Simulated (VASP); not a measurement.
Write the native input for VASP 6.6.1 that does the following.

- Task: single point
- Functional: PBE
- Potentials or basis: VASP PAW PBE potentials, release 64 (Zr_sv, N)
- Cutoff: 520 eV
- k mesh: 6 × 6 × 6, shifted
- Occupations: gaussian, width 0.1 eV
- Spin: no spin polarisation
- Dipole correction: no
- Further INCAR settings: ALGO = Normal; EDIFF = 1e-06; NBANDS = 44

The structure of ZrN lies in POSCAR:

```
ZrN
1.0
    0.0000000000      4.5945978679      0.0000000000
    0.0000000000      0.0000000000     -4.5945978679
   -4.5945978679      0.0000000000      0.0000000000
Zr N
4 4
Direct
    0.5000000000      0.0000000000      0.0000000000
    0.0000000000      0.0000000000      0.5000000000
    0.5000000000      0.5000000000      0.5000000000
    0.0000000000      0.5000000000      0.0000000000
    0.5000000000      0.0000000000      0.5000000000
    0.0000000000      0.0000000000      0.0000000000
    0.5000000000      0.5000000000      1.0000000000
    0.0000000000      0.5000000000      0.5000000000
```

One way to write it, as run:

INCAR

```
PREC     = Accurate       # precision mode
ENCUT    = 520            # plane-wave cutoff, eV
EDIFF    = 1E-6           # SCF threshold, eV
ISMEAR   = 0              # smearing method
SIGMA    = 0.1            # smearing width, eV
LREAL    = F              # projectors in reciprocal space
LASPH    = T              # aspherical terms in the spheres
NELM     = 60             # most SCF steps
ALGO     = Normal         # electronic algorithm
ISIF     = 2              # what is computed and relaxed
LWAVE    = F              # write WAVECAR
LCHARG   = F              # write CHGCAR
GGA      = PE             # functional
NBANDS   = 44             # bands
```

KPOINTS

```
Automatic mesh
0
Gamma
  6 6 6
  0.5 0.5 0.5
```

Potentials or basis: VASP PAW PBE potentials, release 64 (Zr_sv, N).

The run is started by

```bash
$ cat potpaw_PBE.64/Zr_sv/POTCAR potpaw_PBE.64/N/POTCAR > POTCAR
$ mpirun -np 1 vasp_std > vasp.out
```

Results of the run:

```yaml
Pressure: 0.2 GPa
Band_gap_on_the_k_mesh: zero (band 34 reaches 14.07 eV, above the bottom of band 35 at 9.31 eV)
```

Run time: 73 s on 1 thread of Intel(R) Xeon(R) Platinum 8259CL CPU @ 2.50GHz (Skylake/Cascade Lake), on a shared host, peak memory 0.2 GiB.
